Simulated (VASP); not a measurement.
The system is PrAl3Mo2.

```xyz
12
Lattice="3.3463 -0.0424 -0.0365 -0.0424 3.4694 -0.0103 -0.2157 -0.0605 20.1670" Properties=species:S:1:pos:R:3 pbc="T T T"
Pr   -0.1754   -0.0506   10.1182
Pr    0.0693   -0.0507    0.0427
Al    1.6434    1.7178    2.3552
Al    1.5331    1.6105   12.2828
Al    1.5657    1.6961    5.0956
Al    1.4765    1.7323   15.1632
Al    1.6212    1.7407    7.6741
Al    1.4455    1.7043   17.7989
Mo   -0.0364    0.0099    3.7719
Mo   -0.1871   -0.0756   13.8855
Mo   -0.0917    0.0448    6.2557
Mo   -0.1389   -0.1314   16.3340
```

```yaml
Program: VASP 6.6.1
Task: relaxation of cell and atoms
Functional: PBE
Potentials_or_basis: VASP PAW PBE potentials, release 64 (Pr_3, Al, Mo_sv), 4f in core
Cutoff: 500 eV
k_mesh: 6 × 6 × 1
Occupations: gaussian, width 0.2 eV
Spin: no spin polarisation
```

At the start: pressure -1.9 GPa; volume 19.51 Å³/atom.

Task: How do energy, volume and symmetry change on relaxing?

Result: Over 17 steps the energy falls by 40.4 meV/atom and the volume is 18.88 Å³/atom (-3.2 %); space group P1 (No. 1, to 0.1 Å) before, P4/mmm (No. 123, to 0.1 Å).

Step by step:
```
step  energy change (eV)  largest force (eV/Å)  pressure (GPa)  volume (Å³)
   1              0.0000                1.5560           -1.91       234.06
   2             -0.3765                0.5553            0.78       226.24
   3             -0.3908                0.4686            1.61       224.38
   4             -0.4380                0.3734           -1.31       229.02
   5             -0.4431                0.2537           -0.65       227.90
   6             -0.4670                0.1590            0.03       226.73
   7             -0.4676                0.1660            0.16       226.51
   8             -0.4762                0.1128           -0.08       226.82
   9             -0.4787                0.1015           -0.28       227.09
  10             -0.4816                0.0729            0.28       225.94
  11             -0.4817                0.0735            0.27       225.96
  12             -0.4834                0.0659           -0.07       226.43
  13             -0.4834                0.0530           -0.03       226.37
  14             -0.4843                0.0310            0.00       226.37
  15             -0.4845                0.0302            0.03       226.37
  16             -0.4845                0.0331            0.03       226.37
  17             -0.4849                0.0237           -0.08       226.54
```

Final structure:
```
CELL_PARAMETERS angstrom
3.37872 -0.00043 -0.00001
0.00096 3.37293 -0.00006
0.00410 -0.00232 19.87829
ATOMIC_POSITIONS crystal
Pr 0.99621 0.99943 0.50008
Pr 0.00425 0.99942 0.99983
Al 0.50341 0.50297 0.11555
Al 0.49637 0.49628 0.61515
Al 0.50055 0.50487 0.25015
Al 0.49927 0.49564 0.74978
Al 0.49758 0.50406 0.38482
Al 0.50271 0.49649 0.88455
Mo 0.00204 0.00428 0.18697
Mo 0.99767 0.99570 0.68670
Mo 0.99907 0.00476 0.31333
Mo 0.00086 0.99609 0.81307
```
